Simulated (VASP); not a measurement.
# GaAs3N4 (P1) in VASP: single point with PBEsol

Aim: the single point of GaAs3N4 with PBEsol.

Program: VASP 6.6.1. These are calculated values, not measurements. Logs are shortened: lines on timing, memory, paths and dates and some standing lists are left out, and cuts for length are marked.

## (1) The cell of the first run

The typed cell holds 8 atoms: a = 5.221 Å, b = 5.225 Å, c = 5.231 Å, α = 108.66°, β = 71.12°, γ = 71.56°.

## (2) Single point, PBEsol

Input file INCAR:

```
SYSTEM = GaAs3N4
PREC = Accurate
ENCUT = 700
EDIFF = 1E-6
ISMEAR = -1
SIGMA = 0.05
LREAL = .FALSE.
LASPH = .TRUE.
NELM = 120
ALGO = Normal
ISIF = 2
LWAVE = .FALSE.
LCHARG = .FALSE.
GGA = PS
NBANDS = 49
GGA_COMPAT = .FALSE.
```

Input file KPOINTS:

```
Automatic mesh
0
G
  4 4 4
  0 0 0
```

Input file POSCAR:

```
GaAs3N4
1.0
    5.0472149147      0.9376608954      0.9521292694
    0.9517735206      5.0485905984     -0.9522111191
    0.9784509165     -0.9644596100      5.0476731460
Ga As N
1 3 4
Direct
   -0.2509275730      0.2551871959      0.2563290155
    0.0925490528      0.5441413805     -0.0572141421
    0.0622814581     -0.0858020231      0.5439838659
    0.4624567195     -0.0586227448     -0.0871813561
    0.9225783100      0.2765463116      0.8771839570
    0.3934503547      0.6101379797      0.6132050410
    0.7277368625      0.8763298574      0.0840664954
    0.1276481648      0.0845612329      0.2774996484
```

Potentials or basis: VASP PAW PBE potentials, release 64 (Ga_d, As_d, N).

Run with:

```console
cat potpaw_PBE.64/Ga_d/POTCAR potpaw_PBE.64/As_d/POTCAR potpaw_PBE.64/N/POTCAR > POTCAR
mpirun -np 1 vasp_std > vasp.out
```

OUTCAR:

```text
SYSTEM = GaAs3N4
   PREC = Accurate
   ENCUT = 700
   EDIFF = 1E-6
   ISMEAR = -1
   LREAL = .FALSE.
   LASPH = .TRUE.
   NELM = 120
   ISIF = 2
   GGA = PS

 ion  position               nearest neighbor table
   1  0.749  0.255  0.256-   6 1.93   8 1.95   7 1.95   5 1.95
   2  0.093  0.544  0.943-   7 1.83   5 1.88   6 2.13
   3  0.062  0.914  0.544-   5 1.83   8 1.88   6 2.16
   4  0.462  0.941  0.913-   8 1.83   7 1.88   6 2.15
   5  0.923  0.277  0.877-   3 1.83   2 1.88   1 1.95
   6  0.393  0.610  0.613-   1 1.93   2 2.13   4 2.15   3 2.16
   7  0.728  0.876  0.084-   2 1.83   4 1.88   1 1.95
   8  0.128  0.085  0.277-   4 1.83   3 1.88   1 1.95

  LATTYP: Found a triclinic cell.
 ALAT       =     5.2211240644
 B/A-ratio  =     1.6231847988
 C/A-ratio  =     1.0019499641
 COS(alpha) =     0.0021609526
 COS(beta)  =     0.3236575470
 COS(gamma) =     0.8111323881

  Lattice vectors:

 A1 = (   5.0472149147,   0.9376608954,   0.9521292694)
 A2 = (   5.9989884353,   5.9862514938,  -0.0000818497)
 A3 = (   0.9784509165,  -0.9644596100,   5.0476731460)

Analysis of symmetry for initial positions (statically):
=====================================================================
 Subroutine PRICEL returns:
 Original cell was already a primitive cell.

 Routine SETGRP: Setting up the symmetry group for a
 triclinic supercell.

 Subroutine GETGRP returns: Found  1 space group operations
 (whereof  1 operations were pure point group operations)
 out of a pool of  2 trial point group operations.

The static configuration has the point symmetry C_1 .

Analysis of symmetry for dynamics (positions and initial velocities):
=====================================================================
 Subroutine PRICEL returns:
 Original cell was already a primitive cell.

 Routine SETGRP: Setting up the symmetry group for a
 triclinic supercell.

 Subroutine GETGRP returns: Found  1 space group operations
 (whereof  1 operations were pure point group operations)
 out of a pool of  2 trial point group operations.

The dynamic configuration has the point symmetry C_1 .

 Subroutine INISYM returns: Found  1 space group operations
 (whereof  1 operations are pure point group operations),
 and found     1 'primitive' translations

----------------------------------------------------------------------------------------

                                     Primitive cell

  volume of cell :     113.0305

  direct lattice vectors                    reciprocal lattice vectors
     5.047214915  0.937660895  0.952129269     0.217333101 -0.050746783 -0.051824472
     0.951773521  5.048590598 -0.952211119    -0.049997980  0.217154507  0.051183449
     0.978450917 -0.964459610  5.047673146    -0.050426767  0.050537035  0.217542027

  length of vectors
     5.221124064  5.225021137  5.231305069     0.229117194  0.228638630  0.228957166

  position of ions in fractional coordinates (direct lattice)
     0.749072427  0.255187196  0.256329016
     0.092549053  0.544141381  0.942785858
     0.062281458  0.914197977  0.543983866
     0.462456719  0.941377255  0.912818644
     0.922578310  0.276546312  0.877183957
     0.393450355  0.610137980  0.613205041
     0.727736863  0.876329857  0.084066495
     0.127648165  0.084561233  0.277499648

  ion indices of the primitive-cell ions
   primitive index   ion index
                 1           1
                 2           2
                 3           3
                 4           4
                 5           5
                 6           6
                 7           7
                 8           8

----------------------------------------------------------------------------------------

 KPOINTS: Automatic mesh

Automatic generation of k-mesh.
 Grid dimensions read from file:
 generate k-points for:    4    4    4

 Generating k-lattice:

  Cartesian coordinates                     Fractional coordinates (reciprocal lattice)
     0.054333275 -0.012686696 -0.012956118     0.250000000  0.000000000  0.000000000
    -0.012499495  0.054288627  0.012795862    -0.000000000  0.250000000 -0.000000000
    -0.012606692  0.012634259  0.054385507     0.000000000  0.000000000  0.250000000

  Length of vectors
     0.057279299  0.057159658  0.057239292

  Shift w.r.t. Gamma in fractional coordinates (k-lattice)
     0.000000000  0.000000000  0.000000000

 Subroutine IBZKPT returns following result:
 ===========================================

 Found     36 irreducible k-points:

 Following reciprocal coordinates:
            Coordinates               Weight
  0.000000  0.000000  0.000000      1.000000
  0.250000  0.000000 -0.000000      2.000000
  0.500000  0.000000 -0.000000      1.000000
 -0.000000  0.250000  0.000000      2.000000
  0.250000  0.250000 -0.000000      2.000000
  0.500000  0.250000 -0.000000      2.000000
[... 16 lines left out ...]
  0.000000 -0.250000  0.250000      2.000000
  0.250000 -0.250000  0.250000      2.000000
 [... further k-points ...]
   k-points           NKPTS =     36   k-points in BZ     NKDIM =     36   number of bands    NBANDS=     49
   number of dos      NEDOS =    301   number of ions     NIONS =      8
   total plane-waves  NPLWV = 110592
   dimension x,y,z NGX =    48 NGY =   48 NGZ =   48
   dimension x,y,z NGXF=    96 NGYF=   96 NGZF=   96
   ions per type =               1   3   4
   NGX,Y,Z   is equivalent  to a cutoff of  15.28, 15.27, 15.25 a.u.
   NGXF,Y,Z  is equivalent  to a cutoff of  30.57, 30.54, 30.51 a.u.
 SYSTEM =  GaAs3N4
   PREC   = accura    normal or accurate (medium, high low for compatibility)
   ISTART =      0    job   : 0-new  1-cont  2-samecut
   ICHARG =      2    charge: 1-file 2-atom 10-const
   ISPIN  =      1    spin polarized calculation?
   LNONCOLLINEAR =      F non collinear calculations
   LSORBIT =      F    spin-orbit coupling
   LASPH  =      T    aspherical Exc in radial PAW
   ENCUT  =  700.0 eV  51.45 Ry    7.17 a.u.  11.26 11.27 11.29*2*pi/ulx,y,z
   NELM   =    120;   NELMIN=  2; NELMDL= -5     # of ELM steps
   EDIFF  = 0.1E-05   stopping-criterion for ELM
   LREAL  =      F    real-space projection
   EDIFFG = 0.1E-04   stopping-criterion for IOM
   NSW    =      0    number of steps for IOM
   IBRION =     -1    ionic relax: 0-MD 1-quasi-New 2-CG
   NFREE  =      0    steps in history (QN), initial steepest desc. (CG)
   ISIF   =      2    stress and relaxation
   ISYM   =      2    0-nonsym 1-usesym 2-fastsym
   POTIM  = 0.5000    time-step for ionic-motion
   TEBEG  =    0.0;   TEEND  =   0.0 temperature during run
   PSTRESS=    0.0 pullay stress
   NELECT =      78.0000    total number of electrons
   NUPDOWN=      -1.0000    fix difference up-down
   EMIN   =  10.00;   EMAX   =-10.00  energy-range for DOS
   EFERMI =   0.00;   METHOD = LEGACY
   ISMEAR =    -1;   SIGMA  =   0.05  broadening in eV -4-tet -1-fermi 0-gaus
   EFERMI_NEDOS =   21; number of points for ismear=-14 and -15
   IALGO  =     38    algorithm
   IMIX   =      4    mixing-type and parameters
     AMIX     =   0.40;   BMIX     =  1.00
     AMIX_MAG =   1.60;   BMIX_MAG =  1.00
  volume/ion in A,a.u.               =      14.13        95.35
  Fermi-wavevector in a.u.,A,eV,Ry     =   1.446687  2.733842 28.475668  2.092903
  Thomas-Fermi vector in A             =   2.564727
   LORBIT       =      0    0 simple, 1 ext, 2 COOP (PROOUT), +10 PAW based schemes
   GGA     = PS    functional components
   LHFCALC =     F    Hartree Fock is set to
   AEXX    =    0.0000 exact exchange contribution
   IVDW    =     0    specifies the selected vdW correction
   LEPSILON=     F    determine dielectric tensor
   LRPA    =     F    only Hartree local field effects (RPA)
 non-spin polarized calculation
  energy-cutoff  :      700.00
  volume of cell :      113.03
 maximum number of plane-waves:      4782
 NGX is ok and might be reduce to    48
   NGX = 23   NGY = 23   NGZ = 23

 number of electron      78.0000002 magnetization

 Free energy of the ion-electron system (eV)
  ---------------------------------------------------
  ext. energy  EPLUGINS =         0.00000000
  ---------------------------------------------------
  free energy    TOTEN  =       -50.44432472 eV

  energy without entropy =      -50.44432453  energy(sigma->0) =      -50.44432463

 E-fermi :   4.2520     XC(G=0): -10.9943

 val. band max:        3.6064545630   @ k =   0.0000   0.0000   0.0000
 cond. band min:       4.9198305198   @ k =   0.0000   0.0000   0.0000
 fundamental gap:      1.3133759568
 Fermi energy:         4.2519687279

 k-point     1 :       0.0000    0.0000    0.0000
  band No.  band energies     occupation
      1     -32.3165      2.00000
      2     -32.3150      2.00000
      3     -32.3125      2.00000
      4     -32.3109      2.00000
      5     -32.3066      2.00000
      6     -32.3033      2.00000
[... 41 lines left out ...]
     48       9.9030      0.00000
     49      11.1166      0.00000

 k-point     2 :       0.2500    0.0000   -0.0000
  band No.  band energies     occupation
      1     -32.3178      2.00000
      2     -32.3143      2.00000
      3     -32.3117      2.00000
      4     -32.3109      2.00000
      5     -32.3070      2.00000
      6     -32.3032      2.00000
[... 41 lines left out ...]
     48      10.1907      0.00000
     49      11.0518      0.00000

 k-point     3 :       0.5000    0.0000   -0.0000
  band No.  band energies     occupation
      1     -32.3186      2.00000
      2     -32.3141      2.00000
      3     -32.3110      2.00000
      4     -32.3107      2.00000
      5     -32.3075      2.00000
      6     -32.3031      2.00000
[... 1081 lines left out ...]
     48      10.3567      0.00000
     49      10.8613      0.00000

 k-point    24 :       0.2500   -0.2500    0.2500
  band No.  band energies     occupation
      1     -32.3185      2.00000
      2     -32.3144      2.00000
      3     -32.3124      2.00000
      4     -32.3092      2.00000
      5     -32.3067      2.00000
      6     -32.3037      2.00000
[... 41 lines left out ...]
     48      10.2737      0.00000
     49      10.8065      0.00000

 [... further k-points ...]

------------------------ aborting loop because EDIFF is reached ----------------------------------------

  FORCE on cell =-STRESS in cart. coord.  units (eV):
  Direction    XX          YY          ZZ          XY          YZ          ZX
  --------------------------------------------------------------------------------------
  -------------------------------------------------------------------------------------
  Total       -0.2436163     -0.2478980     -0.2415422      0.0507269     -0.0594544      0.0583908
  in kB       -3.4531970     -3.5138892     -3.4237963      0.7190404     -0.8427498      0.8276746
  external PRESSURE =      -3.4636275 kB  Pullay stress =       0.0000000 kB

 VOLUME and BASIS-vectors are now :
 -----------------------------------------------------------------------------
  energy-cutoff  :      700.00
  volume of cell :      113.03
      direct lattice vectors                 reciprocal lattice vectors
     5.047214915  0.937660895  0.952129269     0.217333101 -0.050746783 -0.051824472
     0.951773521  5.048590598 -0.952211119    -0.049997980  0.217154507  0.051183449
     0.978450917 -0.964459610  5.047673146    -0.050426767  0.050537035  0.217542027

 POSITION                                       TOTAL-FORCE (eV/Angst)
 -----------------------------------------------------------------------------------
      4.27442      1.74349      1.76409         0.001278     -0.000077      0.000469
      1.90748      1.92465      4.32886        -0.071654     -0.002521      0.017813
      1.71672      4.14916      1.93464        -0.020485      0.075588     -0.008233
      4.12324      4.30588      4.15154         0.004663      0.015318      0.073166
      5.77794      1.41523      5.04282         0.027039     -0.019544     -0.028037
      3.16653      2.85785      2.88889         0.013097     -0.012433     -0.010085
      4.58937      5.02552      0.28279         0.017585     -0.028067     -0.027917
      0.99627      0.27897      1.44174         0.028478     -0.028264     -0.017176
 -----------------------------------------------------------------------------------
    total drift:                               -0.000001      0.000093     -0.000692

  FREE ENERGIE OF THE ION-ELECTRON SYSTEM (eV)
  ---------------------------------------------------
  free  energy   TOTEN  =       -50.4443247231 eV

  energy  without entropy=      -50.4443245280  energy(sigma->0) =      -50.44432463
```

It took 4.1 min on 1 thread of Intel Xeon Platinum 8375C at 2.90GHz (Ice Lake), shared host; peak memory 0.48 GiB.

What came out:

```yaml
Free_energy: -50.4443 eV
Pressure: -0.3 GPa
Largest_force: 0.079 eV/Å
Band_gap_on_the_k_mesh: 1.31 eV
```

Forces in eV/Å, atoms in the order of the input:
```
Ga   0.001  0.000  0.000
As  -0.072 -0.003  0.018
As  -0.020  0.076 -0.008
As   0.005  0.015  0.073
N    0.027 -0.020 -0.028
N    0.013 -0.012 -0.010
N    0.018 -0.028 -0.028
N    0.028 -0.028 -0.017
```

Stress tensor (GPa, compression positive):
```
-0.35  0.07  0.08
 0.07 -0.35 -0.08
 0.08 -0.08 -0.34
```

Levels at points of the mesh, in eV from the valence-band top:
| k point | band 36 | band 37 | band 38 | band 39 | band 40 | band 41 | band 42 | band 43 |
| --- | --- | --- | --- | --- | --- | --- | --- | --- |
| (0.00, 0.00, 0.00) | -1.48 | -1.40 | -0.05 | 0.00 | 1.31 | 2.54 | 2.62 | 4.37 |
| (0.50, 0.00, 0.00) | -2.12 | -1.40 | -1.07 | -0.25 | 2.00 | 2.26 | 3.12 | 3.90 |
| (0.00, 0.50, 0.00) | -2.11 | -1.41 | -1.06 | -0.28 | 1.99 | 2.28 | 3.19 | 3.93 |
| (0.50, 0.50, 0.00) | -2.20 | -1.57 | -0.94 | -0.45 | 1.60 | 2.67 | 2.97 | 3.90 |
| (0.00, 0.00, 0.50) | -2.11 | -1.40 | -1.10 | -0.29 | 2.00 | 2.31 | 3.10 | 3.90 |
| (0.50, 0.00, 0.50) | -2.23 | -1.57 | -0.92 | -0.42 | 1.61 | 2.59 | 3.03 | 3.92 |
| (0.00, 0.50, 0.50) | -2.19 | -1.55 | -0.95 | -0.43 | 1.57 | 2.64 | 2.97 | 3.90 |
| (0.50, 0.50, 0.50) | -1.83 | -0.56 | -0.53 | -0.33 | 1.96 | 3.10 | 3.20 | 4.48 |

Caveat: the PAW data sets were made with another functional, which shifts forces and pressure a little.
